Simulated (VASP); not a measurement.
A run of VASP 6.6.1 is set up as follows.

File INCAR:

```
PREC = Accurate
ENCUT = 520
EDIFF = 1E-7
ISMEAR = 0
SIGMA = 0.1
LREAL = F
LASPH = T
NELM = 60
ALGO = Normal
ISIF = 2
LWAVE = F
LCHARG = F
GGA = PE
NBANDS = 33
```

KPOINTS

```
regular mesh
0
Gamma
  12 12 6
```

Contents of POSCAR:

```
Zr2TiC3
1.0
    3.2534536680      0.0000000000      0.0000000000
   -1.6267268340      2.8175735265      0.0000000000
    0.0000000000      0.0000000000      7.9258959390
Zr Ti C
2 1 3
Direct
    0.3333333333      0.6666666667      0.6735961257
    0.6666666667      0.3333333333      0.3264038743
    0.0000000000      0.0000000000      0.0000000000
    0.6666666667      0.3333333333      0.8468552011
    0.3333333333      0.6666666667      0.1531447989
    0.0000000000      0.0000000000      0.5000000000
```

Potentials or basis: VASP PAW PBE potentials, release 64 (Zr_sv, Ti_sv, C).

Command:

```console
$ cat potpaw_PBE.64/Zr_sv/POTCAR potpaw_PBE.64/Ti_sv/POTCAR potpaw_PBE.64/C/POTCAR > POTCAR
$ mpirun -np 1 vasp_std > vasp.out
```

**Question.** What does it give for the band gap on the k mesh?

**Answer.** Zero (bands 24 and 25 overlap by 1.27 eV).

**Question.** What does it give for the pressure?

**Answer.** 0.3 GPa.

Forces on the atoms (eV/Å):
```
Zr   0.000  0.000  0.011
Zr   0.000  0.000 -0.011
Ti   0.000  0.000  0.000
C    0.000  0.000 -0.007
C    0.000  0.000  0.007
C    0.000  0.000  0.000
```
